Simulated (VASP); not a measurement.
Set up this calculation in VASP 6.6.1, as the native input.

- Task: single point
- Functional: PBE
- Potentials or basis: VASP PAW PBE potentials, release 64 (Pd)
- Cutoff: 520 eV
- k mesh: 8 × 8 × 8
- Occupations: gaussian, width 0.15 eV
- Spin: no spin polarisation
- Dipole correction: no
- Further INCAR settings: ALGO = Normal; EDIFF = 1e-07; NBANDS = 11

The structure of Pd lies in POSCAR:

```
Pd
1.0
    0.0000000000      2.0421450000      1.9935225000
    2.0421450000      0.0000000000      1.9935225000
    2.0421450000      2.0421450000      0.0000000000
Pd
1
Direct
    0.0000000000      0.0000000000      0.0000000000
```

This cell differs from its parent crystal: strain +0.050 along x and y, +0.025 along z.

One way to write it, as run:

INCAR

```
ALGO = Normal
EDIFF = 1E-7
ENCUT = 520
GGA = PE
ISIF = 2
ISMEAR = 0
LASPH = True
LCHARG = True
LELF = True
LREAL = False
LVHAR = True
LWAVE = False
NBANDS = 11
NELM = 80
PREC = Accurate
SIGMA = 0.15
```

KPOINTS

```
k-points
0
Gamma
  8 8 8
```

Potentials or basis: VASP PAW PBE potentials, release 64 (Pd).

The run is started by

```bash
$ cat potpaw_PBE.64/Pd/POTCAR > POTCAR
$ mpirun -np 1 vasp_std > vasp.out
```

Results of the run:

* Pressure: -10.5 GPa
* Band gap on the k mesh: zero (band 5 reaches 8.20 eV, above the bottom of band 6 at 6.93 eV)

Caveat: the cell differs from its parent crystal (strain +0.050 along x and y, +0.025 along z).

It took 15 s on 1 thread of AMD EPYC 7R43 64-Core Processor (Zen 3), with other jobs on the host, peak memory 0.11 GiB.
